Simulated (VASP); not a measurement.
# Pb (Fm-3m) in VASP: further runs

Pb is run at these levels: LDA, PBE+D3(BJ); tasks: single point.

Everything below comes from runs of VASP 6.6.1. Logs are shortened: lines on timing, memory, paths and dates and some standing lists are left out, and cuts for length are marked.

## Step 1: The cell of the first run

It takes space group Fm-3m (No. 225, cubic). The conventional cell has a = 4.917 Å, b = 4.917 Å, c = 4.917 Å, α = 90.00°, β = 90.00°, γ = 90.00°. Within 4.6 Å of Pb (site symmetry m-3m) lie 12 Pb at 3.48 Å.

## Step 2: Single point, LDA

The input, INCAR:

```
PREC = Accurate
ENCUT = 520
EDIFF = 1E-6
ISMEAR = -1
SIGMA = 0.05
LREAL = F
LASPH = T
NELM = 80
ALGO = Fast
ISIF = 2
LWAVE = F
LCHARG = F
NBANDS = 13
```

The input, KPOINTS:

```
regular mesh
0
Gamma
  9 9 9
```

The input, POSCAR:

```
Pb
1.0
    0.0000000000      2.4584086270      2.4584086270
    2.4584086270      0.0000000000      2.4584086270
    2.4584086270      2.4584086270      0.0000000000
Pb
1
Direct
    0.0000000000      0.0000000000      0.0000000000
```

Potentials or basis: VASP PAW LDA potentials, release 64 (Pb_d).

On the command line:

```bash
> cat potpaw_LDA.64/Pb_d/POTCAR > POTCAR
> mpirun -np 1 vasp_std > vasp.out
```

OUTCAR:

```text
PREC = Accurate
   ENCUT = 520
   EDIFF = 1E-6
   ISMEAR = -1
   LREAL = F
   LASPH = T
   NELM = 80
   ISIF = 2

 ion  position               nearest neighbor table
   1  0.000  0.000  0.000-

  LATTYP: Found a face centered cubic cell.
 ALAT       =     4.9168172540

  Lattice vectors:

 A1 = (   0.0000000000,   2.4584086270,   2.4584086270)
 A2 = (   2.4584086270,   0.0000000000,   2.4584086270)
 A3 = (   2.4584086270,   2.4584086270,   0.0000000000)

Analysis of symmetry for initial positions (statically):
[... 5 lines left out ...]
 face centered cubic supercell.

 Subroutine GETGRP returns: Found 48 space group operations
 (whereof 48 operations were pure point group operations)
 out of a pool of 48 trial point group operations.

The static configuration has the point symmetry O_h .

Analysis of symmetry for dynamics (positions and initial velocities):
[... 5 lines left out ...]
 face centered cubic supercell.

 Subroutine GETGRP returns: Found 48 space group operations
 (whereof 48 operations were pure point group operations)
 out of a pool of 48 trial point group operations.

The dynamic configuration has the point symmetry O_h .

 Subroutine INISYM returns: Found 48 space group operations
 (whereof 48 operations are pure point group operations),
 and found     1 'primitive' translations

----------------------------------------------------------------------------------------

                                     Primitive cell

  volume of cell :      29.7161

  direct lattice vectors                    reciprocal lattice vectors
     0.000000000  2.458408627  2.458408627    -0.203383601  0.203383601  0.203383601
     2.458408627  0.000000000  2.458408627     0.203383601 -0.203383601  0.203383601
     2.458408627  2.458408627  0.000000000     0.203383601  0.203383601 -0.203383601

  length of vectors
     3.476714822  3.476714822  3.476714822     0.352270731  0.352270731  0.352270731

  position of ions in fractional coordinates (direct lattice)
     0.000000000  0.000000000  0.000000000

  ion indices of the primitive-cell ions
   primitive index   ion index
                 1           1

----------------------------------------------------------------------------------------

 KPOINTS: regular mesh

Automatic generation of k-mesh.
 Grid dimensions read from file:
 generate k-points for:    9    9    9

 Generating k-lattice:

  Cartesian coordinates                     Fractional coordinates (reciprocal lattice)
    -0.022598178  0.022598178  0.022598178     0.111111111  0.000000000  0.000000000
     0.022598178 -0.022598178  0.022598178     0.000000000  0.111111111  0.000000000
     0.022598178  0.022598178 -0.022598178     0.000000000  0.000000000  0.111111111

  Length of vectors
     0.039141192  0.039141192  0.039141192

  Shift w.r.t. Gamma in fractional coordinates (k-lattice)
     0.000000000  0.000000000  0.000000000

 Subroutine IBZKPT returns following result:
 ===========================================

 Found     35 irreducible k-points:

 Following reciprocal coordinates:
            Coordinates               Weight
  0.000000  0.000000  0.000000      1.000000
  0.111111  0.000000  0.000000      8.000000
  0.222222  0.000000  0.000000      8.000000
  0.333333  0.000000  0.000000      8.000000
  0.444444  0.000000  0.000000      8.000000
  0.111111  0.111111  0.000000      6.000000
[... 16 lines left out ...]
 -0.333333  0.333333  0.000000     12.000000
  0.444444  0.444444  0.000000      6.000000
 [... further k-points ...]
   k-points           NKPTS =     35   k-points in BZ     NKDIM =     35   number of bands    NBANDS=     13
   number of dos      NEDOS =    301   number of ions     NIONS =      1
   total plane-waves  NPLWV =  21952
   dimension x,y,z NGX =    28 NGY =   28 NGZ =   28
   dimension x,y,z NGXF=    56 NGYF=   56 NGZF=   56
   ions per type =               1
   NGX,Y,Z   is equivalent  to a cutoff of  13.39, 13.39, 13.39 a.u.
   NGXF,Y,Z  is equivalent  to a cutoff of  26.78, 26.78, 26.78 a.u.
 SYSTEM =  unknown system
   PREC   = accura    normal or accurate (medium, high low for compatibility)
   ISTART =      0    job   : 0-new  1-cont  2-samecut
   ICHARG =      2    charge: 1-file 2-atom 10-const
   ISPIN  =      1    spin polarized calculation?
   LNONCOLLINEAR =      F non collinear calculations
   LSORBIT =      F    spin-orbit coupling
   LASPH  =      T    aspherical Exc in radial PAW
   ENCUT  =  520.0 eV  38.22 Ry    6.18 a.u.   6.46  6.46  6.46*2*pi/ulx,y,z
   NELM   =     80;   NELMIN=  2; NELMDL= -5     # of ELM steps
   EDIFF  = 0.1E-05   stopping-criterion for ELM
   LREAL  =      F    real-space projection
   EDIFFG = 0.1E-04   stopping-criterion for IOM
   NSW    =      0    number of steps for IOM
   IBRION =     -1    ionic relax: 0-MD 1-quasi-New 2-CG
   NFREE  =      0    steps in history (QN), initial steepest desc. (CG)
   ISIF   =      2    stress and relaxation
   ISYM   =      2    0-nonsym 1-usesym 2-fastsym
   POTIM  = 0.5000    time-step for ionic-motion
   TEBEG  =    0.0;   TEEND  =   0.0 temperature during run
   PSTRESS=    0.0 pullay stress
   NELECT =      14.0000    total number of electrons
   NUPDOWN=      -1.0000    fix difference up-down
   EMIN   =  10.00;   EMAX   =-10.00  energy-range for DOS
   EFERMI =   0.00;   METHOD = LEGACY
   ISMEAR =    -1;   SIGMA  =   0.05  broadening in eV -4-tet -1-fermi 0-gaus
   EFERMI_NEDOS =   21; number of points for ismear=-14 and -15
   IALGO  =     68    algorithm
   IMIX   =      4    mixing-type and parameters
     AMIX     =   0.40;   BMIX     =  1.00
     AMIX_MAG =   1.60;   BMIX_MAG =  1.00
  volume/ion in A,a.u.               =      29.72       200.53
  Fermi-wavevector in a.u.,A,eV,Ry     =   1.273855  2.407238 22.078274  1.622707
  Thomas-Fermi vector in A             =   2.406656
   LORBIT       =      0    0 simple, 1 ext, 2 COOP (PROOUT), +10 PAW based schemes
   GGA     = CA    functional components
   LHFCALC =     F    Hartree Fock is set to
   AEXX    =    0.0000 exact exchange contribution
   IVDW    =     0    specifies the selected vdW correction
   LEPSILON=     F    determine dielectric tensor
   LRPA    =     F    only Hartree local field effects (RPA)
 non-spin polarized calculation
 RMM-DIIS sequential band-by-band and
  energy-cutoff  :      520.00
  volume of cell :       29.72
 maximum number of plane-waves:       821
 NGX is ok and might be reduce to    28
   NGX = 13   NGY = 13   NGZ = 13

 number of electron      13.9999999 magnetization

 Free energy of the ion-electron system (eV)
  ---------------------------------------------------
  ext. energy  EPLUGINS =         0.00000000
  ---------------------------------------------------
  free energy    TOTEN  =        -4.27059366 eV

  energy without entropy =       -4.26751804  energy(sigma->0) =       -4.26905585

 E-fermi :   7.0789     XC(G=0): -10.5526

 val. band max:        6.8561713598   @ k =  -0.3333   0.3333   0.1111
 cond. band min:       7.0821544666   @ k =  -0.2222   0.3333   0.1111
 fundamental gap:      0.2259831068
 Fermi energy:         7.0788539706

 k-point     1 :       0.0000    0.0000    0.0000
  band No.  band energies     occupation
      1      -9.7901      2.00000
      2      -9.7901      2.00000
      3      -9.7901      2.00000
      4      -9.6381      2.00000
      5      -9.6381      2.00000
      6      -4.6681      2.00000
      7      14.7447      0.00000
      8      14.7447      0.00000
      9      14.7447      0.00000
     10      17.0755      0.00000
     11      18.9633      0.00000
     12      19.9004      0.00000
     13      19.9004      0.00000

 k-point     2 :       0.1111    0.0000    0.0000
  band No.  band energies     occupation
      1      -9.7910      2.00000
      2      -9.7724      2.00000
      3      -9.7724      2.00000
      4      -9.6383      2.00000
      5      -9.6383      2.00000
      6      -4.4255      2.00000
      7      12.3726      0.00000
      8      14.4601      0.00000
      9      14.4601      0.00000
     10      16.7174      0.00000
     11      19.8460      0.00000
     12      20.4069      0.00000
     13      20.4078      0.00000

 k-point     3 :       0.2222    0.0000    0.0000
  band No.  band energies     occupation
      1      -9.7974      2.00000
      2      -9.7513      2.00000
      3      -9.7513      2.00000
      4      -9.6143      2.00000
      5      -9.6143      2.00000
      6      -3.6979      2.00000
      7       8.8574      0.00000
      8      13.8502      0.00000
      9      13.8502      0.00000
     10      16.4145      0.00000
     11      19.2436      0.00000
     12      20.0020      0.00000
     13      20.0020      0.00000

 k-point     4 :       0.3333    0.0000    0.0000
  band No.  band energies     occupation
      1      -9.8109      2.00000
      2      -9.7614      2.00000
      3      -9.7614      2.00000
      4      -9.5512      2.00000
      5      -9.5512      2.00000
      6      -2.5266      2.00000
      7       5.6845      2.00000
      8      13.2615      0.00000
      9      13.2615      0.00000
     10      16.3307      0.00000
     11      17.9670      0.00000
     12      19.1110      0.00000
     13      19.1110      0.00000

 k-point     5 :       0.4444    0.0000    0.0000
  band No.  band energies     occupation
      1      -9.8228      2.00000
      2      -9.7758      2.00000
      3      -9.7758      2.00000
      4      -9.5014      2.00000
      5      -9.5014      2.00000
      6      -1.2169      2.00000
      7       3.3502      2.00000
      8      12.9115      0.00000
      9      12.9115      0.00000
     10      16.4781      0.00000
     11      17.1325      0.00000
     12      18.6605      0.00000
     13      18.6605      0.00000
[... 257 lines left out ...]
 k-point    22 :      -0.4444    0.3333    0.0000
  band No.  band energies     occupation
      1      -9.8895      2.00000
      2      -9.7798      2.00000
      3      -9.5743      2.00000
      4      -9.5537      2.00000
      5      -9.4880      2.00000
      6       0.2002      2.00000
      7       4.7436      2.00000
      8       6.7697      1.99588
      9      10.1185      0.00000
     10      13.7987      0.00000
     11      18.0264      0.00000
     12      23.4824      0.00000
     13      23.6955      0.00000

 k-point    23 :      -0.3333    0.3333    0.0000
  band No.  band energies     occupation
      1      -9.8501      2.00000
      2      -9.6804      2.00000
      3      -9.6302      2.00000
      4      -9.6042      2.00000
      5      -9.5357      2.00000
      6       0.0482      2.00000
      7       5.3894      2.00000
      8       5.6470      2.00000
      9      10.9168      0.00000
     10      14.2867      0.00000
     11      21.1553      0.00000
     12      22.7478      0.00000
     13      22.7928      0.00000

 k-point    24 :       0.4444    0.4444    0.0000
  band No.  band energies     occupation
      1      -9.9612      2.00000
      2      -9.8633      2.00000
      3      -9.5093      2.00000
      4      -9.4687      2.00000
      5      -9.4687      2.00000
      6       0.0547      2.00000
      7       4.4681      2.00000
      8       9.3740      0.00000
      9       9.3740      0.00000
     10      12.8602      0.00000
     11      14.0706      0.00000
     12      25.5672      0.00000
     13      27.4154      0.00000

 [... further k-points ...]
[... 5 lines left out ...]
  --------------------------------------------------------------------------------------
  -------------------------------------------------------------------------------------
  Total       -0.2058701     -0.2058701     -0.2058701      0.0000000     -0.0000000      0.0000000
  in kB      -11.0997127    -11.0997127    -11.0997127      0.0000000     -0.0000000      0.0000000
  external PRESSURE =     -11.0997127 kB  Pullay stress =       0.0000000 kB

 VOLUME and BASIS-vectors are now :
 -----------------------------------------------------------------------------
  energy-cutoff  :      520.00
  volume of cell :       29.72
      direct lattice vectors                 reciprocal lattice vectors
     0.000000000  2.458408627  2.458408627    -0.203383601  0.203383601  0.203383601
     2.458408627  0.000000000  2.458408627     0.203383601 -0.203383601  0.203383601
     2.458408627  2.458408627  0.000000000     0.203383601  0.203383601 -0.203383601

 POSITION                                       TOTAL-FORCE (eV/Angst)
 -----------------------------------------------------------------------------------
      0.00000      0.00000      0.00000         0.000000     -0.000000      0.000000
 -----------------------------------------------------------------------------------
    total drift:                               -0.000000     -0.000000     -0.000000

  FREE ENERGIE OF THE ION-ELECTRON SYSTEM (eV)
  ---------------------------------------------------
  free  energy   TOTEN  =        -4.2705936562 eV

  energy  without entropy=       -4.2675180448  energy(sigma->0) =       -4.26905585
```

Run time: 7.4 s. Hardware: 1 thread of Intel Xeon 6975P-C (Granite Rapids), shared host; peak memory 0.14 GiB.

Results:

```
Free energy            : -4.2706 eV
Pressure               : -1.1 GPa
Band gap on the k mesh : zero (band 7 reaches 14.74 eV, above the bottom of band 8 at 5.65 eV)
```

Levels at points of the mesh, in eV from the Fermi level:
| k point | band 3 | band 4 | band 5 | band 6 | band 7 | band 8 | band 9 | band 10 | band 11 | band 12 |
| --- | --- | --- | --- | --- | --- | --- | --- | --- | --- | --- |
| (0.00, 0.00, 0.00) | -16.87 | -16.72 | -16.72 | -11.75 | 7.67 | 7.67 | 7.67 | 10.00 | 11.88 | 12.82 |

Caveat: spin-orbit coupling is left out, which moves the levels of the heavy elements.

## Step 3: Single point, PBE+D3(BJ)

This run uses another cell than the first one, of 29.11 Å³/atom, 0.980 times its volume.

The input, INCAR:

```
SYSTEM = Pb
PREC     = Accurate       ! precision mode
ENCUT    = 520            ! plane-wave cutoff, eV
EDIFF    = 1E-7           ! SCF threshold, eV
ISMEAR   = -1             ! smearing method
SIGMA    = 0.05           ! smearing width, eV
LREAL    = .FALSE.        ! projectors in reciprocal space
LASPH    = .TRUE.         ! aspherical terms in the spheres
NELM     = 80             ! most SCF steps
ALGO     = Normal         ! electronic algorithm
ISIF     = 2              ! what is computed and relaxed
LWAVE    = .FALSE.        ! write WAVECAR
LCHARG   = .FALSE.        ! write CHGCAR
GGA      = PE             ! functional
IVDW     = 12             ! dispersion correction
NBANDS   = 13             ! bands
```

The input, KPOINTS:

```
Automatic mesh
0
G
  9 9 9
  0 0 0
```

The input, POSCAR:

```
Pb
1.0
    0.0000000000      2.4415696833      2.4415696833
    2.4415696833      0.0000000000      2.4415696833
    2.4415696833      2.4415696833      0.0000000000
Pb
1
Direct
    0.0000000000      0.0000000000      0.0000000000
```

Potentials or basis: VASP PAW PBE potentials, release 64 (Pb_d).

On the command line:

```bash
> cat potpaw_PBE.64/Pb_d/POTCAR > POTCAR
> mpirun -np 1 vasp_std > vasp.out
```

It took 6.6 s on 1 thread of Intel Xeon 6975P-C (Granite Rapids), shared host; peak memory 0.16 GiB.

It converged, with:

```
Free energy                : -3.9716 eV
Pressure                   : 2.1 GPa
Band gap on the k mesh     : zero (band 7 reaches 15.49 eV, above the bottom of band 8 at 6.12 eV)
Dispersion energy per atom : -0.427 eV
```

Levels at points of the mesh, in eV from the Fermi level:
| k point | band 3 | band 4 | band 5 | band 6 | band 7 | band 8 | band 9 | band 10 | band 11 | band 12 |
| --- | --- | --- | --- | --- | --- | --- | --- | --- | --- | --- |
| (0.00, 0.00, 0.00) | -16.94 | -16.78 | -16.78 | -11.88 | 7.91 | 7.91 | 7.91 | 9.95 | 12.03 | 12.96 |

Caveat: spin-orbit coupling is left out, which moves the levels of the heavy elements; pairwise dispersion overbinds metals, which lowers pressure and volume.
